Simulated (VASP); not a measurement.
# TlCrF3 (Pm-3m) in VASP: single point with PBE+U

Aim: the single point of TlCrF3 with PBE+U.

Everything below comes from runs of VASP 6.6.1. Logs are shortened: lines on timing, memory, paths and dates and some standing lists are left out, and cuts for length are marked.

## 1. The cell of the first run

Symmetry: Pm-3m, No. 221, cubic system. The conventional cell has a = 4.141 Å, b = 4.141 Å, c = 4.141 Å, α = 90.00°, β = 90.00°, γ = 90.00°. Cr (site symmetry m-3m) has 6 F at 2.07 Å within 2.7 Å. F (site symmetry 4/mmm) has 2 Cr at 2.07 Å within 2.7 Å. Within 3.9 Å of Tl (site symmetry m-3m) lie 12 F at 2.93 Å and 8 Cr at 3.59 Å.

## 2. Single point, PBE+U, collinear spin, ferromagnetic start

File POSCAR:

```
TlCrF3
1.0
    4.1409417800      0.0000000000      0.0000000000
    0.0000000000      4.1409417800      0.0000000000
    0.0000000000      0.0000000000      4.1409417800
Cr F Tl
1 3 1
Direct
    0.0000000000      0.0000000000      0.0000000000
    0.5000000000      0.0000000000      0.0000000000
    0.0000000000      0.5000000000      0.0000000000
    0.0000000000      0.0000000000      0.5000000000
    0.5000000000      0.5000000000      0.5000000000
```

File INCAR.step1:

```
SYSTEM = TlCrF3
  PREC = Accurate
  ENCUT = 520
  EDIFF = 1E-6
  ISMEAR = -1
  SIGMA = 0.0143
  LREAL = .False.
  LASPH = .True.
  NELM = 150
  ALGO = Normal
  ISIF = 2
  LWAVE = .False.
  LCHARG = .True.
  ISPIN = 2
  MAGMOM = 3 0 0 0 0
  LMAXMIX = 4
  LDAU = .True.
  LDAUTYPE = 2
  LDAUL = 2 -1 -1
  LDAUU = 2.6 0 0
  LDAUJ = 0 0 0
  LDAUPRINT = 1
  GGA = PE
  NBANDS = 35
```

File KPOINTS.step1:

```
regular mesh
0
Gamma
  6 6 6
  0 0 0
```

File INCAR.step2:

```
SYSTEM = TlCrF3
  PREC = Accurate
  ENCUT = 520
  EDIFF = 1E-6
  ISMEAR = -5
  SIGMA = 0.0143
  LREAL = .False.
  LASPH = .True.
  NELM = 150
  ALGO = Normal
  ISIF = 2
  LWAVE = .False.
  LCHARG = .False.
  ISPIN = 2
  MAGMOM = 3 0 0 0 0
  LORBIT = 11
  LMAXMIX = 4
  LDAU = .True.
  LDAUTYPE = 2
  LDAUL = 2 -1 -1
  LDAUU = 2.6 0 0
  LDAUJ = 0 0 0
  LDAUPRINT = 1
  GGA = PE
  NEDOS = 1001
  ICHARG = 11
```

File KPOINTS.step2:

```
regular mesh
0
Gamma
  9 9 9
  0 0 0
```

Potentials or basis: VASP PAW PBE potentials, release 64 (Cr_pv, F, Tl_d).

On the command line:

```bash
> cat potpaw_PBE.64/Cr_pv/POTCAR potpaw_PBE.64/F/POTCAR potpaw_PBE.64/Tl_d/POTCAR > POTCAR
> cp INCAR.step1 INCAR
> cp KPOINTS.step1 KPOINTS
> mpirun -np 1 vasp_std > vasp.out
> cp INCAR.step2 INCAR
> cp KPOINTS.step2 KPOINTS
> mpirun -np 1 vasp_std > vasp.out
```

OUTCAR:

```text
SYSTEM = TlCrF3
   PREC = Accurate
   ENCUT = 520
   EDIFF = 1E-6
   ISMEAR = -5
   LREAL = .False.
   LASPH = .True.
   NELM = 150
   ISIF = 2
   ISPIN = 2
   LORBIT = 11
   GGA = PE
   ICHARG = 11

 ion  position               nearest neighbor table
   1  0.000  0.000  0.000-   2 2.07   3 2.07   4 2.07   4 2.07   3 2.07   2 2.07   5 3.59   5 3.59
                             5 3.59   5 3.59   5 3.59   5 3.59   5 3.59   5 3.59
   2  0.500  0.000  0.000-   1 2.07   1 2.07   5 2.93   5 2.93   5 2.93   5 2.93
   3  0.000  0.500  0.000-   1 2.07   1 2.07   5 2.93   5 2.93   5 2.93   5 2.93
   4  0.000  0.000  0.500-   1 2.07   1 2.07   5 2.93   5 2.93   5 2.93   5 2.93
   5  0.500  0.500  0.500-   2 2.93   3 2.93   4 2.93   2 2.93   3 2.93   2 2.93   4 2.93   2 2.93
                             3 2.93   4 2.93   3 2.93   4 2.93   1 3.59   1 3.59   1 3.59   1 3.59

  LATTYP: Found a simple cubic cell.
 ALAT       =     4.1409417800

  Lattice vectors:

 A1 = (   4.1409417800,   0.0000000000,   0.0000000000)
 A2 = (   0.0000000000,   4.1409417800,   0.0000000000)
 A3 = (   0.0000000000,   0.0000000000,   4.1409417800)

Analysis of symmetry for initial positions (statically):
=====================================================================
 Subroutine PRICEL returns:
 Original cell was already a primitive cell.

 Routine SETGRP: Setting up the symmetry group for a
 simple cubic supercell.

 Subroutine GETGRP returns: Found 48 space group operations
 (whereof 48 operations were pure point group operations)
 out of a pool of 48 trial point group operations.

The static configuration has the point symmetry O_h .

Analysis of symmetry for dynamics (positions and initial velocities):
=====================================================================
 Subroutine PRICEL returns:
 Original cell was already a primitive cell.

 Routine SETGRP: Setting up the symmetry group for a
 simple cubic supercell.

 Subroutine GETGRP returns: Found 48 space group operations
 (whereof 48 operations were pure point group operations)
 out of a pool of 48 trial point group operations.

The dynamic configuration has the point symmetry O_h .

Analysis of structural, dynamic, and magnetic symmetry:
=====================================================================
 Subroutine PRICEL returns:
 Original cell was already a primitive cell.

 Routine SETGRP: Setting up the symmetry group for a
 simple cubic supercell.

 Subroutine GETGRP returns: Found 48 space group operations
 (whereof 48 operations were pure point group operations)
 out of a pool of 48 trial point group operations.

The overall configuration has the point symmetry O_h .

 Subroutine INISYM returns: Found 48 space group operations
 (whereof 48 operations are pure point group operations),
 and found     1 'primitive' translations

----------------------------------------------------------------------------------------

                                     Primitive cell

  volume of cell :      71.0064

  direct lattice vectors                    reciprocal lattice vectors
     4.140941780  0.000000000  0.000000000     0.241490959  0.000000000  0.000000000
     0.000000000  4.140941780  0.000000000     0.000000000  0.241490959  0.000000000
     0.000000000  0.000000000  4.140941780     0.000000000  0.000000000  0.241490959

  length of vectors
     4.140941780  4.140941780  4.140941780     0.241490959  0.241490959  0.241490959

  position of ions in fractional coordinates (direct lattice)
     0.000000000  0.000000000  0.000000000
     0.500000000  0.000000000  0.000000000
     0.000000000  0.500000000  0.000000000
     0.000000000  0.000000000  0.500000000
     0.500000000  0.500000000  0.500000000

  ion indices of the primitive-cell ions
[... 93 lines left out ...]
   EMIN   =  10.00;   EMAX   =-10.00  energy-range for DOS
   EFERMI =   0.00;   METHOD = LEGACY
   ISMEAR =    -5;   SIGMA  =   0.01  broadening in eV -4-tet -1-fermi 0-gaus
   EFERMI_NEDOS =   21; number of points for ismear=-14 and -15
   IALGO  =     38    algorithm
   IMIX   =      4    mixing-type and parameters
     AMIX     =   0.40;   BMIX     =  1.00
     AMIX_MAG =   1.60;   BMIX_MAG =  1.00
  volume/ion in A,a.u.               =      14.20        95.83
  Fermi-wavevector in a.u.,A,eV,Ry     =   1.416538  2.676869 27.301188  2.006581
  Thomas-Fermi vector in A             =   2.537862
   LORBIT       =     11    0 simple, 1 ext, 2 COOP (PROOUT), +10 PAW based schemes
 LDA+U is selected, type is set to LDAUTYPE =  2
   angular momentum for each species LDAUL =     2   -1   -1
   U (eV)           for each species LDAUU =   2.6  0.0  0.0
   J (eV)           for each species LDAUJ =   0.0  0.0  0.0
   GGA     = PE    functional components
   LHFCALC =     F    Hartree Fock is set to
   AEXX    =    0.0000 exact exchange contribution
   IVDW    =     0    specifies the selected vdW correction
   LEPSILON=     F    determine dielectric tensor
   LRPA    =     F    only Hartree local field effects (RPA)
 spin polarized calculation
 Fermi weights with tetrahedron method with Bloechl corrections
  energy-cutoff  :      520.00
  volume of cell :       71.01
 maximum number of plane-waves:      1935
 NGX is ok and might be reduce to    32

atom =   1  type =  1  l = 2

 onsite density matrix

spin component  1

  0.9359  0.0000  0.0000  0.0000 -0.0000
  0.0000  0.9359  0.0000  0.0000  0.0000
  0.0000  0.0000  0.5742 -0.0000 -0.0000
  0.0000  0.0000 -0.0000  0.9359 -0.0000
 -0.0000  0.0000 -0.0000 -0.0000  0.5742

spin component  2

  0.0193  0.0000 -0.0000  0.0000  0.0000
  0.0000  0.0193 -0.0000  0.0000  0.0000
 -0.0000 -0.0000  0.0812  0.0000  0.0000
  0.0000  0.0000  0.0000  0.0193 -0.0000
  0.0000  0.0000  0.0000 -0.0000  0.0812

 occupancies and eigenvectors

  o =  0.0193  v =  0.0000  0.0000  0.0000  0.0000  0.0000  0.0000  0.0015  0.0000  1.0000  0.0000      0.0000  0.0000  0.0000  0.0000  0.0000  0.0000  0.0000  0.0000  0.0000  0.0000
  o =  0.0193  v =  0.0000  0.0000  0.0000  0.0000  0.0000  0.0000  1.0000  0.0000 -0.0015 -0.0000      0.0000  0.0000  0.0000  0.0000  0.0000  0.0000  0.0000  0.0000  0.0000  0.0000
  o =  0.0193  v =  0.0000  0.0000  0.0000  0.0000  0.0000  1.0000  0.0000  0.0000  0.0000  0.0000      0.0000  0.0000  0.0000  0.0000  0.0000  0.0000  0.0000  0.0000  0.0000  0.0000
  o =  0.0812  v =  0.0000  0.0000  0.0000  0.0000  0.0000  0.0000 -0.0000  0.0000  0.0000 -1.0000      0.0000  0.0000  0.0000  0.0000  0.0000  0.0000  0.0000  0.0000  0.0000  0.0000
  o =  0.0812  v =  0.0000  0.0000  0.0000  0.0000  0.0000  0.0000 -0.0000 -1.0000  0.0000 -0.0000      0.0000  0.0000  0.0000  0.0000  0.0000  0.0000  0.0000  0.0000  0.0000  0.0000
  o =  0.5742  v =  0.0000  0.0000  0.0000  0.0000  1.0000  0.0000  0.0000  0.0000  0.0000  0.0000      0.0000  0.0000  0.0000  0.0000  0.0000  0.0000  0.0000  0.0000  0.0000  0.0000
  o =  0.5742  v =  0.0000  0.0000  1.0000 -0.0000 -0.0000  0.0000  0.0000  0.0000  0.0000  0.0000      0.0000  0.0000  0.0000  0.0000  0.0000  0.0000  0.0000  0.0000  0.0000  0.0000
  o =  0.9359  v =  0.0000  0.9667 -0.0000 -0.2558 -0.0000  0.0000  0.0000  0.0000  0.0000  0.0000      0.0000  0.0000  0.0000  0.0000  0.0000  0.0000  0.0000  0.0000  0.0000  0.0000
  o =  0.9359  v =  0.0000 -0.2558 -0.0000 -0.9667  0.0000  0.0000  0.0000  0.0000  0.0000  0.0000      0.0000  0.0000  0.0000  0.0000  0.0000  0.0000  0.0000  0.0000  0.0000  0.0000
  o =  0.9359  v =  1.0000  0.0000  0.0000  0.0000  0.0000  0.0000  0.0000  0.0000  0.0000  0.0000      0.0000  0.0000  0.0000  0.0000  0.0000  0.0000  0.0000  0.0000  0.0000  0.0000

 number of electron      46.0000003 magnetization       4.0000091

 Free energy of the ion-electron system (eV)
  ---------------------------------------------------
  ext. energy  EPLUGINS =         0.00000000
  ---------------------------------------------------
  free energy    TOTEN  =       -26.22888679 eV

  energy without entropy =      -26.22888679  energy(sigma->0) =      -26.22888679

 E-fermi :   6.2851     XC(G=0): -10.4017

 val. band max:        6.2950393914   @ k =   0.4444   0.2222   0.2222
 cond. band min:       6.2883947451   @ k =   0.2222   0.2222   0.1111
 fundamental gap:     -0.0066446463
 Fermi energy:         6.2851039664

 spin component 1

 k-point     1 :       0.0000    0.0000    0.0000
  band No.  band energies     occupation
      1     -38.3447      1.00000
      2     -38.3447      1.00000
      3     -38.3447      1.00000
      4     -19.3025      1.00000
      5     -18.8245      1.00000
      6     -18.8245      1.00000
[... 1529 lines left out ...]
     28      10.6340      0.00000
     29      11.1278      0.00000

 [... further k-points ...]

------------------------ aborting loop because EDIFF is reached ----------------------------------------

  FORCE on cell =-STRESS in cart. coord.  units (eV):
  Direction    XX          YY          ZZ          XY          YZ          ZX
  --------------------------------------------------------------------------------------
  -------------------------------------------------------------------------------------
  Total        2.9709705      2.9709705      2.9709705      0.0000000      0.0000000     -0.0000000
  in kB       67.0365326     67.0365326     67.0365326      0.0000000      0.0000000     -0.0000000
  external PRESSURE =      67.0365326 kB  Pullay stress =       0.0000000 kB

 VOLUME and BASIS-vectors are now :
 -----------------------------------------------------------------------------
  energy-cutoff  :      520.00
  volume of cell :       71.01
      direct lattice vectors                 reciprocal lattice vectors
     4.140941780  0.000000000  0.000000000     0.241490959  0.000000000  0.000000000
     0.000000000  4.140941780  0.000000000     0.000000000  0.241490959  0.000000000
     0.000000000  0.000000000  4.140941780     0.000000000  0.000000000  0.241490959

 POSITION                                       TOTAL-FORCE (eV/Angst)
 -----------------------------------------------------------------------------------
      0.00000      0.00000      0.00000         0.000000      0.000000      0.000000
      2.07047      0.00000      0.00000         0.000000      0.000000      0.000000
      0.00000      2.07047      0.00000         0.000000      0.000000      0.000000
      0.00000      0.00000      2.07047         0.000000      0.000000      0.000000
      2.07047      2.07047      2.07047         0.000000      0.000000      0.000000
 -----------------------------------------------------------------------------------
    total drift:                                0.000000      0.000000     -0.000000

  FREE ENERGIE OF THE ION-ELECTRON SYSTEM (eV)
  ---------------------------------------------------
  free  energy   TOTEN  =       -26.2288867949 eV

  energy  without entropy=      -26.2288867949  energy(sigma->0) =      -26.22888679

 total charge

# of ion       s       p       d       tot
------------------------------------------
    1        0.175   6.172   4.145  10.493
    2        1.741   4.353   0.000   6.094
    3        1.741   4.353   0.000   6.094
    4        1.741   4.353   0.000   6.094
    5        1.345   0.102   9.682  11.128
--------------------------------------------------
tot          6.743  19.334  13.826  39.903

 magnetization (x)

# of ion       s       p       d       tot
------------------------------------------
    1        0.028   0.022   3.718   3.768
    2        0.006  -0.004   0.000   0.001
    3        0.006  -0.004   0.000   0.001
    4        0.006  -0.004   0.000   0.001
    5       -0.000   0.008   0.001   0.009
--------------------------------------------------
tot          0.045   0.017   3.719   3.781
```

It took 3 min on 1 thread of Intel Xeon Platinum 8375C at 2.90GHz (Ice Lake), shared host; peak memory 0.27 GiB.

Results:

| Quantity | Value |
| --- | --- |
| Net moment | 4.00 μB per cell |
| Site moments | Cr +3.77; F +0.00; Tl +0.01 μB |
| Valence electrons inside the program's atomic spheres | Cr 10.49; F 6.09; Tl 11.13 |

Levels at points of the mesh, in eV from the Fermi level:
Spin up:
| k point | band 21 | band 22 | band 23 | band 24 | band 25 | band 26 | band 27 | band 28 | band 29 |
| --- | --- | --- | --- | --- | --- | --- | --- | --- | --- |
| (0.00, 0.00, 0.00) | -6.17 | -2.90 | -2.90 | -2.90 | -0.85 | -0.85 | 4.70 | 4.70 | 4.71 |
Spin down:
```csv
k point,band 17,band 18,band 19,band 20,band 21,band 22,band 23,band 24,band 25,band 26
"(0.00, 0.00, 0.00)",-6.20,-6.20,-6.16,-6.16,-6.16,2.85,2.85,2.85,3.39,3.39
```

Eigenvalues of the final occupation matrices:
| site | spin | trace | eigenvalues |
| --- | --- | --- | --- |
| site 1 d | 1 | 3.96 | 0.57 0.57 0.94 0.94 0.94 |
| site 1 d | 2 | 0.22 | 0.02 0.02 0.02 0.08 0.08 |

Caveat: spin-orbit coupling is left out, which moves the levels of the heavy elements; a cell with one magnetic atom can't hold antiferromagnetic order, which such compounds often take. The state reached can hang on the start; a lower one may exist.
